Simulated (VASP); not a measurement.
Input of a VASP 6.6.1 run:

Contents of POSCAR:

```
CdSe
1.0
    0.0000000000      2.8739580000      2.8739580000
    2.8739580000      0.0000000000      2.8739580000
    2.8739580000      2.8739580000      0.0000000000
Cd Se
1 1
Direct
    0.0000000000      0.0000000000      0.0000000000
    0.5000000000      0.5000000000      0.5000000000
```

INCAR.step1

```
ALGO = Normal
EDIFF = 1E-6
ENCUT = 400
GGA = PE
GGA_COMPAT = False
ISIF = 2
ISMEAR = -5
IVDW = 13
LASPH = True
LCHARG = True
LORBIT = 11
LREAL = False
LWAVE = False
NBANDS = 16
NEDOS = 2001
NELM = 120
PREC = Accurate
SIGMA = 0.05
```

KPOINTS.step1

```
k-points
0
Gamma
  8 8 8
```

File INCAR.step2:

```
ALGO = Normal
EDIFF = 1E-6
ENCUT = 400
GGA = PE
GGA_COMPAT = False
ICHARG = 11
ISIF = 2
ISMEAR = -5
IVDW = 13
LASPH = True
LCHARG = False
LORBIT = 11
LREAL = False
LWAVE = False
NEDOS = 2001
NELM = 120
PREC = Accurate
SIGMA = 0.05
```

File KPOINTS.step2:

```
k-points
0
Gamma
  12 12 12
```

Potentials or basis: VASP PAW PBE potentials, release 64 (Cd, Se).

Run with:

```console
$ cat potpaw_PBE.64/Cd/POTCAR potpaw_PBE.64/Se/POTCAR > POTCAR
$ cp INCAR.step1 INCAR
$ cp KPOINTS.step1 KPOINTS
$ mpirun -np 1 vasp_std > vasp.out
$ cp INCAR.step2 INCAR
$ cp KPOINTS.step2 KPOINTS
$ mpirun -np 1 vasp_std > vasp.out
```

Q: Predict the dispersion energy per atom.

A: -0.390 eV.
